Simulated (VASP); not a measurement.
A run of VASP 6.6.1 is set up as follows.

INCAR

```
PREC     = Accurate       # precision mode
ENCUT    = 600            # plane-wave cutoff, eV
EDIFF    = 1E-6           # SCF threshold, eV
ISMEAR   = 0              # smearing method
SIGMA    = 0.15           # smearing width, eV
LREAL    = F              # projectors in reciprocal space
LASPH    = T              # aspherical terms in the spheres
NELM     = 120            # most SCF steps
ALGO     = Normal         # electronic algorithm
ISIF     = 2              # what is computed and relaxed
LWAVE    = F              # write WAVECAR
LCHARG   = T              # write CHGCAR
GGA      = PE             # functional
LELF     = T              # ELF
LVHAR    = T            
NBANDS   = 31             # bands
GGA_COMPAT= F
```

The input KPOINTS:

```
regular mesh
0
Gamma
  4 4 2
```

File POSCAR:

```
Be3CdSe4
1.0
    3.6496174097      0.0000000000      0.0000000000
   -1.8248087049      3.1606613909      0.0000000000
    0.0000000000      0.0000000000     11.8496186345
Be Cd Se
3 1 4
Direct
    0.0000000000      0.0000000000      0.0000000000
    0.0000000000      0.0000000000      0.7687751645
    0.0000000000      0.0000000000      0.2312248355
    0.0000000000      0.0000000000      0.5000000000
    0.6666666667      0.3333333333      0.3371290800
    0.6666666667      0.3333333333      0.8877475917
    0.3333333333      0.6666666667      0.6628709200
    0.3333333333      0.6666666667      0.1122524083
```

Potentials or basis: VASP PAW PBE potentials, release 64 (Be, Cd, Se).

Run with:

```sh
$ cat potpaw_PBE.64/Be/POTCAR potpaw_PBE.64/Cd/POTCAR potpaw_PBE.64/Se/POTCAR > POTCAR
$ mpirun -np 1 vasp_std > vasp.out
```

Task: Estimate the largest force.

Result: 0.045 eV/Å.

Task: Predict the pressure.

Result: 0.0 GPa.

Forces on the atoms (eV/Å):
```
Be   0.000  0.000  0.000
Be   0.000  0.000 -0.029
Be   0.000  0.000  0.029
Cd   0.000  0.000  0.000
Se   0.000  0.000 -0.028
Se   0.000  0.000 -0.045
Se   0.000  0.000  0.028
Se   0.000  0.000  0.045
```

Caveat: the k points lie up to 0.50 Å⁻¹ apart.
